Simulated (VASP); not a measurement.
# AlN (P1) in VASP: further runs

AlN is run at these levels: r2SCAN; tasks: single point.

Program: VASP 6.6.1. These are calculated values, not measurements. Logs are shortened: lines on timing, memory, paths and dates and some standing lists are left out, and cuts for length are marked.

## (1) The cell of the first run

The typed cell holds 4 atoms: a = 3.111 Å, b = 3.111 Å, c = 4.978 Å, α = 90.00°, β = 90.00°, γ = 120.00°.

## (2) Single point, r2SCAN (all Al atoms moved -0.100 Å, as atom 1 along Cartesian [1 1 1])

POSCAR

```
AlN
1.0
    3.1110021516      0.0000000000      0.0000000000
   -1.5555010758      2.6942068945      0.0000000000
    0.0000000000      0.0000000000      4.9780000000
Al N
2 2
Direct
    0.3040603352      0.6452373447     -0.0115980367
    0.6373936685      0.3119040114      0.4884019633
    0.3333333333      0.6666666667      0.3850000000
    0.6666666667      0.3333333333      0.8850000000
```

INCAR.step1

```
SYSTEM = AlN
ALGO = Normal
EDIFF = 1E-4
ENCUT = 520
GGA = PE
ISMEAR = 0
LASPH = .TRUE.
LCHARG = .FALSE.
LREAL = .FALSE.
LWAVE = .TRUE.
NBANDS = 16
NELM = 100
PREC = Accurate
SIGMA = 0.05
```

INCAR.step2

```
SYSTEM = AlN
ALGO = Normal
EDIFF = 1E-6
ENCUT = 520
ISIF = 2
ISMEAR = 0
ISTART = 1
LASPH = .TRUE.
LCHARG = .FALSE.
LMIXTAU = .TRUE.
LREAL = .FALSE.
LWAVE = .FALSE.
METAGGA = R2SCAN
NBANDS = 16
NELM = 100
PREC = Accurate
SIGMA = 0.05
```

KPOINTS

```
k-points
0
G
  12 12 6
  0 0 0
```

Potentials or basis: VASP PAW PBE potentials, release 64 (Al, N).

Started as:

```
cat potpaw_PBE.64/Al/POTCAR potpaw_PBE.64/N/POTCAR > POTCAR
cp INCAR.step1 INCAR
mpirun -np 1 vasp_std > vasp.out
cp INCAR.step2 INCAR
mpirun -np 1 vasp_std > vasp.out
```

OUTCAR:

```text
SYSTEM = AlN
   EDIFF = 1E-6
   ENCUT = 520
   ISIF = 2
   ISMEAR = 0
   ISTART = 1
   LASPH = .TRUE.
   LREAL = .FALSE.
   METAGGA = R2SCAN
   NELM = 100
   PREC = Accurate

 ion  position               nearest neighbor table
   1  0.304  0.645  0.988-   4 1.79   4 1.89   4 1.92   3 1.98   2 3.07   2 3.07   2 3.07   2 3.07
                             2 3.07   2 3.07
   2  0.637  0.312  0.488-   3 1.81   3 1.85   3 1.94   4 1.98   1 3.07   1 3.07   1 3.07   1 3.07
                             1 3.07   1 3.07
   3  0.333  0.667  0.385-   2 1.81   2 1.85   2 1.94   1 1.98
   4  0.667  0.333  0.885-   1 1.79   1 1.89   1 1.92   2 1.98

  LATTYP: Found a hexagonal cell.
 ALAT       =     3.1110021516
 C/A-ratio  =     1.6001274694

  Lattice vectors:

 A1 = (   3.1110021516,   0.0000000000,   0.0000000000)
 A2 = (  -1.5555010758,   2.6942068945,   0.0000000000)
 A3 = (   0.0000000000,   0.0000000000,   4.9780000000)

Analysis of symmetry for initial positions (statically):
=====================================================================
 Subroutine PRICEL returns:
 Original cell was already a primitive cell.

 Routine SETGRP: Setting up the symmetry group for a
 hexagonal supercell.

 Subroutine GETGRP returns: Found  1 space group operations
 (whereof  1 operations were pure point group operations)
 out of a pool of 24 trial point group operations.

The static configuration has the point symmetry C_1 .

Analysis of symmetry for dynamics (positions and initial velocities):
=====================================================================
 Subroutine PRICEL returns:
 Original cell was already a primitive cell.

 Routine SETGRP: Setting up the symmetry group for a
 hexagonal supercell.

 Subroutine GETGRP returns: Found  1 space group operations
 (whereof  1 operations were pure point group operations)
 out of a pool of 24 trial point group operations.

The dynamic configuration has the point symmetry C_1 .

 Subroutine INISYM returns: Found  1 space group operations
 (whereof  1 operations are pure point group operations),
 and found     1 'primitive' translations

----------------------------------------------------------------------------------------

                                     Primitive cell

  volume of cell :      41.7240

  direct lattice vectors                    reciprocal lattice vectors
     3.111002152  0.000000000  0.000000000     0.321439829  0.185583372  0.000000000
    -1.555501076  2.694206895  0.000000000     0.000000000  0.371166744  0.000000000
     0.000000000  0.000000000  4.978000000     0.000000000  0.000000000  0.200883889

  length of vectors
     3.111002152  3.111002152  4.978000000     0.371166744  0.371166744  0.200883889

  position of ions in fractional coordinates (direct lattice)
     0.304060335  0.645237345  0.988401963
     0.637393669  0.311904011  0.488401963
     0.333333333  0.666666667  0.385000000
     0.666666667  0.333333333  0.885000000

  ion indices of the primitive-cell ions
   primitive index   ion index
                 1           1
                 2           2
                 3           3
                 4           4

----------------------------------------------------------------------------------------

 KPOINTS: k-points

Automatic generation of k-mesh.
 Grid dimensions read from file:
 generate k-points for:   12   12    6

 Generating k-lattice:

  Cartesian coordinates                     Fractional coordinates (reciprocal lattice)
     0.026786652  0.015465281  0.000000000     0.083333333  0.000000000  0.000000000
     0.000000000  0.030930562  0.000000000     0.000000000  0.083333333  0.000000000
     0.000000000  0.000000000  0.033480648     0.000000000  0.000000000  0.166666667

  Length of vectors
     0.030930562  0.030930562  0.033480648

  Shift w.r.t. Gamma in fractional coordinates (k-lattice)
     0.000000000  0.000000000  0.000000000

 Subroutine IBZKPT returns following result:
 ===========================================

 Found    436 irreducible k-points:

 Following reciprocal coordinates:
            Coordinates               Weight
  0.000000  0.000000  0.000000      1.000000
  0.083333  0.000000  0.000000      2.000000
  0.000000  0.083333  0.000000      2.000000
 -0.083333  0.083333  0.000000      2.000000
  0.166667 -0.000000  0.000000      2.000000
  0.000000  0.166667  0.000000      2.000000
[... 16 lines left out ...]
  0.166667  0.083333  0.000000      2.000000
 -0.083333  0.250000  0.000000      2.000000
 [... further k-points ...]
   k-points           NKPTS =    436   k-points in BZ     NKDIM =    436   number of bands    NBANDS=     16
   number of dos      NEDOS =    301   number of ions     NIONS =      4
   total plane-waves  NPLWV =  23040
   dimension x,y,z NGX =    24 NGY =   24 NGZ =   40
   dimension x,y,z NGXF=    48 NGYF=   48 NGZF=   80
   ions per type =               2   2
   NGX,Y,Z   is equivalent  to a cutoff of  12.83, 12.83, 13.36 a.u.
   NGXF,Y,Z  is equivalent  to a cutoff of  25.65, 25.65, 26.72 a.u.
 SYSTEM =  AlN
   PREC   = accura    normal or accurate (medium, high low for compatibility)
   ISTART =      1    job   : 0-new  1-cont  2-samecut
   ICHARG =      0    charge: 1-file 2-atom 10-const
   ISPIN  =      1    spin polarized calculation?
   LNONCOLLINEAR =      F non collinear calculations
   LSORBIT =      F    spin-orbit coupling
   LASPH  =      T    aspherical Exc in radial PAW
   ENCUT  =  520.0 eV  38.22 Ry    6.18 a.u.   5.78  5.78  9.26*2*pi/ulx,y,z
   NELM   =    100;   NELMIN=  2; NELMDL=  0     # of ELM steps
   EDIFF  = 0.1E-05   stopping-criterion for ELM
   LREAL  =      F    real-space projection
   EDIFFG = 0.1E-04   stopping-criterion for IOM
   NSW    =      0    number of steps for IOM
   IBRION =     -1    ionic relax: 0-MD 1-quasi-New 2-CG
   NFREE  =      0    steps in history (QN), initial steepest desc. (CG)
   ISIF   =      2    stress and relaxation
   ISYM   =      2    0-nonsym 1-usesym 2-fastsym
   POTIM  = 0.5000    time-step for ionic-motion
   TEBEG  =    0.0;   TEEND  =   0.0 temperature during run
   PSTRESS=    0.0 pullay stress
   NELECT =      16.0000    total number of electrons
   NUPDOWN=      -1.0000    fix difference up-down
   EMIN   =  10.00;   EMAX   =-10.00  energy-range for DOS
   EFERMI =   0.00;   METHOD = LEGACY
   ISMEAR =     0;   SIGMA  =   0.05  broadening in eV -4-tet -1-fermi 0-gaus
   EFERMI_NEDOS =   21; number of points for ismear=-14 and -15
   IALGO  =     38    algorithm
   IMIX   =      4    mixing-type and parameters
     AMIX     =   0.40;   BMIX     =  1.00
     AMIX_MAG =   1.60;   BMIX_MAG =  1.00
  volume/ion in A,a.u.               =      10.43        70.39
  Fermi-wavevector in a.u.,A,eV,Ry     =   1.189377  2.247596 19.247033  1.414617
  Thomas-Fermi vector in A             =   2.325485
   LORBIT       =      0    0 simple, 1 ext, 2 COOP (PROOUT), +10 PAW based schemes
   METAGGA = R2SCAN    functional components
   LHFCALC =     F    Hartree Fock is set to
   AEXX    =    0.0000 exact exchange contribution
   IVDW    =     0    specifies the selected vdW correction
   LEPSILON=     F    determine dielectric tensor
   LRPA    =     F    only Hartree local field effects (RPA)
 non-spin polarized calculation
 Gauss-broadening in eV      SIGMA  =   0.05
  energy-cutoff  :      520.00
  volume of cell :       41.72
 maximum number of plane-waves:      1152
   NGX = 11   NGY = 11   NGZ = 19

 number of electron      15.9999998 magnetization

 Free energy of the ion-electron system (eV)
  ---------------------------------------------------
  ext. energy  EPLUGINS =         0.00000000
  ---------------------------------------------------
  free energy    TOTEN  =       -38.27360142 eV

  energy without entropy =      -38.27360142  energy(sigma->0) =      -38.27360142

 E-fermi :   6.4232     XC(G=0): -11.4048

 val. band max:        6.1604285318   @ k =   0.0000   0.0000   0.0000
 cond. band min:      10.7746064673   @ k =   0.0000   0.0000   0.0000
 fundamental gap:      4.6141779355
 Fermi energy:         6.4231727928

 k-point     1 :       0.0000    0.0000    0.0000
  band No.  band energies     occupation
      1     -10.0787      2.00000
      2      -7.9702      2.00000
      3      -0.0796      2.00000
      4       4.8426      2.00000
      5       4.8553      2.00000
      6       5.5789      2.00000
[... 8 lines left out ...]
     15      19.8710      0.00000
     16      19.9043      0.00000

 k-point     2 :       0.0833    0.0000    0.0000
  band No.  band energies     occupation
      1      -9.9898      2.00000
      2      -7.9201      2.00000
      3       0.0280      2.00000
      4       4.4630      2.00000
      5       4.7342      2.00000
      6       5.1932      2.00000
[... 8 lines left out ...]
     15      19.9385      0.00000
     16      20.0080      0.00000

 k-point     3 :       0.0000    0.0833    0.0000
  band No.  band energies     occupation
      1      -9.9898      2.00000
      2      -7.9200      2.00000
      3       0.0280      2.00000
      4       4.4576      2.00000
      5       4.7342      2.00000
      6       5.2062      2.00000
[... 8 lines left out ...]
     15      19.9294      0.00000
     16      20.0373      0.00000

 k-point     4 :      -0.0833    0.0833    0.0000
  band No.  band energies     occupation
      1      -9.9898      2.00000
      2      -7.9200      2.00000
      3       0.0281      2.00000
      4       4.4527      2.00000
      5       4.7336      2.00000
      6       5.2199      2.00000
[... 8 lines left out ...]
     15      19.9242      0.00000
     16      20.0615      0.00000
[... 324 lines left out ...]
 k-point    22 :      -0.1667    0.0833    0.0000
  band No.  band energies     occupation
      1      -9.8159      2.00000
      2      -7.8265      2.00000
      3       0.2406      2.00000
      4       3.8907      2.00000
      5       4.2118      2.00000
      6       4.8777      2.00000
[... 8 lines left out ...]
     15      19.2719      0.00000
     16      20.2226      0.00000

 k-point    23 :       0.1667    0.0833    0.0000
  band No.  band energies     occupation
      1      -9.4855      2.00000
      2      -7.6675      2.00000
      3       0.6537      2.00000
      4       2.9208      2.00000
      5       3.4310      2.00000
      6       4.4382      2.00000
[... 8 lines left out ...]
     15      19.5121      0.00000
     16      19.9123      0.00000

 k-point    24 :      -0.0833    0.2500    0.0000
  band No.  band energies     occupation
      1      -9.4855      2.00000
      2      -7.6671      2.00000
      3       0.6541      2.00000
      4       2.9006      2.00000
      5       3.4512      2.00000
      6       4.4345      2.00000
[... 8 lines left out ...]
     15      19.5141      0.00000
     16      19.9369      0.00000

 [... further k-points ...]

------------------------ aborting loop because EDIFF is reached ----------------------------------------

  FORCE on cell =-STRESS in cart. coord.  units (eV):
  Direction    XX          YY          ZZ          XY          YZ          ZX
  --------------------------------------------------------------------------------------
  -------------------------------------------------------------------------------------
  Total        0.9020695      0.8975008     -1.5341491      0.1460378      0.5764225      0.5765569
  in kB       34.6389276     34.4634924    -58.9104064      5.6077638     22.1342788     22.1394383
  external PRESSURE =       3.3973379 kB  Pullay stress =       0.0000000 kB

 VOLUME and BASIS-vectors are now :
 -----------------------------------------------------------------------------
  energy-cutoff  :      520.00
  volume of cell :       41.72
      direct lattice vectors                 reciprocal lattice vectors
     3.111002152  0.000000000  0.000000000     0.321439829  0.185583372  0.000000000
    -1.555501076  2.694206895  0.000000000     0.000000000  0.371166744  0.000000000
     0.000000000  0.000000000  4.978000000     0.000000000  0.000000000  0.200883889

 POSITION                                       TOTAL-FORCE (eV/Angst)
 -----------------------------------------------------------------------------------
     -0.05774      1.73840      4.92026         1.253638      1.052737      0.895168
      1.49777      0.84033      2.43126         0.851187      1.051916      0.881470
     -0.00000      1.79614      1.91653        -0.849107     -1.051940     -0.880987
      1.55550      0.89807      4.40553        -1.255718     -1.052713     -0.895650
 -----------------------------------------------------------------------------------
    total drift:                               -0.000119     -0.000153      0.020526

  FREE ENERGIE OF THE ION-ELECTRON SYSTEM (eV)
  ---------------------------------------------------
  free  energy   TOTEN  =       -38.2736014208 eV

  energy  without entropy=      -38.2736014208  energy(sigma->0) =      -38.27360142
```

Wall time 13 min (1 thread of Oxide Virtual Turin-like, shared host); peak memory 0.32 GiB.

Results:

| Item | Value |
| --- | --- |
| Free energy | -38.2736 eV |
| Pressure | 0.3 GPa |
| Largest force | 1.867 eV/Å |
| Band gap on the k mesh | 4.61 eV |

Forces in eV/Å, atoms in the order of the input:
```
Al   1.254  1.053  0.895
Al   0.851  1.052  0.881
N   -0.849 -1.052 -0.881
N   -1.256 -1.053 -0.896
```

Caveat: the cell differs from its parent crystal (all Al atoms moved -0.100 Å, as atom 1 along Cartesian [1 1 1]); the stress differs along the axes, from -6 to 3 GPa; the PAW data sets were made with another functional, which shifts forces and pressure a little. A k mesh can miss the band edges.

## (3) Single point, r2SCAN (all Al atoms moved +0.075 Å, as atom 1 along Cartesian [1 1 1])

POSCAR: that of step 2 with these lines changed.

```diff
@@ -8,4 +8,4 @@
 Direct
-    0.3040603352      0.6452373447     -0.0115980367
-    0.6373936685      0.3119040114      0.4884019633
+    0.3552880820      0.6827386581      0.0086985276
+    0.6886214153      0.3494053248      0.5086985276
     0.3333333333      0.6666666667      0.3850000000
```

INCAR.step1

```
ALGO = Normal ; EDIFF = 1E-4
ENCUT = 520 ; GGA = PE
ISMEAR = 0 ; LASPH = T
LCHARG = F ; LREAL = F
LWAVE = T ; NBANDS = 16
NELM = 100 ; PREC = Accurate
SIGMA = 0.05
```

INCAR.step2

```
ALGO = Normal ; EDIFF = 1E-6
ENCUT = 520 ; ISIF = 2
ISMEAR = 0 ; ISTART = 1
LASPH = T ; LCHARG = F
LMIXTAU = T ; LREAL = F
LWAVE = F ; METAGGA = R2SCAN
NBANDS = 16 ; NELM = 100
PREC = Accurate ; SIGMA = 0.05
```

KPOINTS

```
k-points
0
Gamma
  12 12 6
```

Potentials or basis: VASP PAW PBE potentials, release 64 (Al, N).

Started as:

```
cat potpaw_PBE.64/Al/POTCAR potpaw_PBE.64/N/POTCAR > POTCAR
cp INCAR.step1 INCAR
mpirun -np 1 vasp_std > vasp.out
cp INCAR.step2 INCAR
mpirun -np 1 vasp_std > vasp.out
```

OUTCAR:

```text
EDIFF = 1E-6
   ENCUT = 520
   ISIF = 2
   ISMEAR = 0
   ISTART = 1
   LASPH = T
   LREAL = F
   METAGGA = R2SCAN
   NELM = 100
   PREC = Accurate

 ion  position               nearest neighbor table
   1  0.355  0.683  0.009-   4 1.86   3 1.87   4 1.88   4 1.95   2 3.07   2 3.07   2 3.07   2 3.07
                             2 3.07   2 3.07
   2  0.689  0.349  0.509-   3 1.84   4 1.87   3 1.91   3 1.94   1 3.07   1 3.07   1 3.07   1 3.07
                             1 3.07   1 3.07
[... 660 lines left out ...]
  --------------------------------------------------------------------------------------
  -------------------------------------------------------------------------------------
  Total       -0.4149697     -0.4161153      0.5895891      0.0677831     -0.4603267     -0.4603378
  in kB      -15.9345889    -15.9785758     22.6398685      2.6028288    -17.6762676    -17.6766951
  external PRESSURE =      -3.0910987 kB  Pullay stress =       0.0000000 kB

 VOLUME and BASIS-vectors are now :
 -----------------------------------------------------------------------------
  energy-cutoff  :      520.00
  volume of cell :       41.72
      direct lattice vectors                 reciprocal lattice vectors
     3.111002152  0.000000000  0.000000000     0.321439829  0.185583372  0.000000000
    -1.555501076  2.694206895  0.000000000     0.000000000  0.371166744  0.000000000
     0.000000000  0.000000000  4.978000000     0.000000000  0.000000000  0.200883889

 POSITION                                       TOTAL-FORCE (eV/Angst)
 -----------------------------------------------------------------------------------
      0.04330      1.83944      0.04330        -0.545424     -0.636698     -0.326417
      1.59880      0.94137      2.53230        -0.728243     -0.636907     -0.320917
     -0.00000      1.79614      1.91653         0.728722      0.636903      0.320654
      1.55550      0.89807      4.40553         0.544945      0.636703      0.326680
 -----------------------------------------------------------------------------------
    total drift:                                0.000142      0.000185      0.008621

  FREE ENERGIE OF THE ION-ELECTRON SYSTEM (eV)
  ---------------------------------------------------
  free  energy   TOTEN  =       -38.3907390712 eV

  energy  without entropy=      -38.3907390712  energy(sigma->0) =      -38.39073907
```

OUTCAR.step1:

```text
EDIFF = 1E-4
   ENCUT = 520
   GGA = PE
   ISMEAR = 0
[... 687 lines left out ...]
      0.04330      1.83944      0.04330        -0.527847     -0.617927     -0.326716
      1.59880      0.94137      2.53230        -0.708235     -0.618114     -0.321299
     -0.00000      1.79614      1.91653         0.708935      0.618116      0.321074
      1.55550      0.89807      4.40553         0.527148      0.617925      0.326941
 -----------------------------------------------------------------------------------
    total drift:                                0.001514      0.001502      0.001561

  FREE ENERGIE OF THE ION-ELECTRON SYSTEM (eV)
  ---------------------------------------------------
  free  energy   TOTEN  =       -29.7066647356 eV

  energy  without entropy=      -29.7066647356  energy(sigma->0) =      -29.70666474
```

OSZICAR.step1:

```text
N       E                     dE             d eps       ncg     rms          rms(c)
DAV:   1     0.412699624852E+02    0.41270E+02   -0.73142E+03 13960   0.895E+02
DAV:   2    -0.310331357667E+02   -0.72303E+02   -0.66388E+02 19624   0.187E+02
DAV:   3    -0.344714370783E+02   -0.34383E+01   -0.34279E+01 17480   0.422E+01
DAV:   4    -0.344922976056E+02   -0.20861E-01   -0.20859E-01 17488   0.372E+00
DAV:   5    -0.344925704704E+02   -0.27286E-03   -0.27286E-03 17752   0.430E-01    0.122E+01
DAV:   6    -0.296966800016E+02    0.47959E+01   -0.10734E+01 16784   0.238E+01    0.418E+00
DAV:   7    -0.297190867497E+02   -0.22407E-01   -0.68178E-01 15328   0.582E+00    0.296E+00
DAV:   8    -0.297110683544E+02    0.80184E-02   -0.60519E-02 16336   0.226E+00    0.583E-01
DAV:   9    -0.297061330301E+02    0.49353E-02   -0.12132E-02 19072   0.814E-01    0.246E-01
DAV:  10    -0.297067460749E+02   -0.61304E-03   -0.22505E-03 15512   0.299E-01    0.130E-01
DAV:  11    -0.297066647356E+02    0.81339E-04   -0.18939E-04 13784   0.107E-01
   1 F= -.29706665E+02 E0= -.29706665E+02  d E =-.791216E-12
```

It took 19 min on 1 thread of Oxide Virtual Turin-like, shared host; peak memory 0.32 GiB.

Results:

| Item | Value |
| --- | --- |
| Free energy | -38.3907 eV |
| Pressure | -0.3 GPa |
| Largest force | 1.020 eV/Å |
| Band gap on the k mesh | 4.90 eV |

Forces on the atoms (eV/Å):
```
Al  -0.545 -0.637 -0.326
Al  -0.728 -0.637 -0.321
N    0.729  0.637  0.321
N    0.545  0.637  0.327
```

Caveat: the cell differs from its parent crystal (all Al atoms moved +0.075 Å, as atom 1 along Cartesian [1 1 1]); the PAW data sets were made with another functional, which shifts forces and pressure a little. A k mesh can miss the band edges.
